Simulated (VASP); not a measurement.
# Ga: relaxation of cell and atoms with PBEsol

Ga:

```xyz
2
Lattice="0.0000 2.8256 2.8256 2.8256 0.0000 2.8256 2.8256 2.8256 0.0000" Properties=species:S:1:pos:R:3 pbc="T T T"
Ga   -0.7064   -0.7064   -0.7064
Ga    0.7064    0.7064    0.7064
```

This isn't the form of Ga at room conditions, which is orthorhombic.

```
Program                : VASP 6.6.1
Task                   : relaxation of cell and atoms
Functional             : PBEsol
Potentials or basis    : VASP PAW PBE potentials, release 64 (Ga_d)
Cutoff                 : 600 eV
k mesh                 : 12 × 12 × 12
Occupations            : fermi-dirac, width 0.1 eV
Spin                   : no spin polarisation
Target pressure        : -0.12 GPa
Dipole correction      : no
Further INCAR settings : ALGO = Normal; EDIFF = 1e-06; IBRION = 2; EDIFFG = -0.005; NSW = 60; ISIF = 3
```

```json
{
  "Relaxed volume": "23.94 Å³/atom",
  "Relaxed cell": "a = 4.076 Å, b = 4.076 Å, c = 4.076 Å, α = 60.00°, β = 60.00°, γ = 60.00°",
  "Space group after relaxing (to 0.1 Å)": "Fd-3m (No. 227)",
  "Energy change on relaxing (the run minimises the enthalpy)": "-11.1 meV/atom",
  "Ionic steps": "3",
  "Pressure after relaxing": "-0.1 GPa",
  "Band gap on the k mesh": "zero (bands 13 and 14 overlap by 4.47 eV)"
}
```

The path:
```
step  energy change (eV)  largest force (eV/Å)  pressure (GPa)  volume (Å³)
   1              0.0000                0.0000            2.92        45.12
   2             -0.0222                0.0000           -0.19        47.97
   3             -0.0223                0.0000           -0.12        47.89
```

Final structure:
```
Ga
1.0
     0.00000    2.88223    2.88223
     2.88223    0.00000    2.88223
     2.88223    2.88223    0.00000
Ga
2
Direct
  0.87500 0.87500 0.87500
  0.12500 0.12500 0.12500
```

Levels at points of the mesh, in eV from the Fermi level:
| k point | band 10 | band 11 | band 12 | band 13 | band 14 | band 15 | band 16 | band 17 |
| --- | --- | --- | --- | --- | --- | --- | --- | --- |
| (0.00, 0.00, 0.00) | -14.28 | -9.61 | 2.92 | 2.92 | 2.92 | 4.01 | 4.96 | 4.96 |
| (0.50, 0.00, 0.00) | -14.26 | -7.30 | -4.76 | 1.36 | 1.36 | 3.19 | 5.91 | 5.91 |
| (0.50, 0.50, 0.00) | -14.24 | -5.57 | -5.57 | -0.52 | -0.52 | 2.83 | 2.83 | 12.30 |

Wall time 47 s on 1 thread of AMD EPYC 9R45 96-Core Processor (Zen 5), on a shared host, peak memory 0.19 GiB.

Caveat: the cell is relaxed towards a set pressure, so the run minimises the enthalpy, not the energy; the PAW data sets were made with another functional, which shifts forces and pressure a little.
